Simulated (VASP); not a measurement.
Sn:

```
Sn
1.0
     2.11586   -2.23606    0.00000
     2.11586    2.23606    0.00000
     0.00000    0.00000    3.15512
Sn
1
Direct
  0.50000 0.50000 0.50000
```

```yaml
Program: VASP 6.6.1
Task: relaxation of cell and atoms
Functional: PBE
Potentials_or_basis: VASP PAW PBE potentials, release 64 (Sn_d)
Cutoff: 600 eV
k_mesh: 18 × 18 × 18
Occupations: gaussian, width 0.1 eV
Spin: no spin polarisation
```

At the start: pressure -0.6 GPa; volume 29.85 Å³/atom.

How do energy, volume and symmetry change on relaxing?

Over 15 steps the energy falls by 5.2 meV/atom and the volume is 29.41 Å³/atom (-1.5 %); space group Pm-3m (No. 221, to 0.05 Å).

The path:
| step | energy change (eV) | largest force (eV/Å) | pressure (GPa) | volume (Å³) |
| --- | --- | --- | --- | --- |
| 1 | 0.0000 | 0.0000 | -0.65 | 29.85 |
| 2 | -0.0044 | 0.0000 | 0.13 | 29.33 |
| 3 | -0.0044 | 0.0000 | 0.10 | 29.34 |
| 4 | -0.0045 | 0.0000 | 0.07 | 29.41 |
| 5 | -0.0044 | 0.0000 | -0.26 | 29.63 |
| 6 | -0.0045 | 0.0000 | -0.32 | 29.52 |
| 7 | -0.0045 | 0.0000 | -0.15 | 29.46 |
| 8 | -0.0046 | 0.0000 | -0.11 | 29.46 |
| 9 | -0.0047 | 0.0000 | -0.07 | 29.46 |
| 10 | -0.0050 | 0.0000 | -0.07 | 29.45 |
| 11 | -0.0051 | 0.0000 | -0.03 | 29.42 |
| 12 | -0.0051 | 0.0000 | -0.05 | 29.44 |
| 13 | -0.0051 | 0.0000 | -0.03 | 29.43 |
| 14 | -0.0052 | 0.0000 | -0.01 | 29.40 |
| 15 | -0.0052 | 0.0000 | -0.02 | 29.41 |

Final structure:
```
CELL_PARAMETERS angstrom
2.18266 -2.18255 0.00000
2.18266 2.18255 0.00000
0.00000 0.00000 3.08641
ATOMIC_POSITIONS crystal
Sn 0.50000 0.50000 0.50000
```
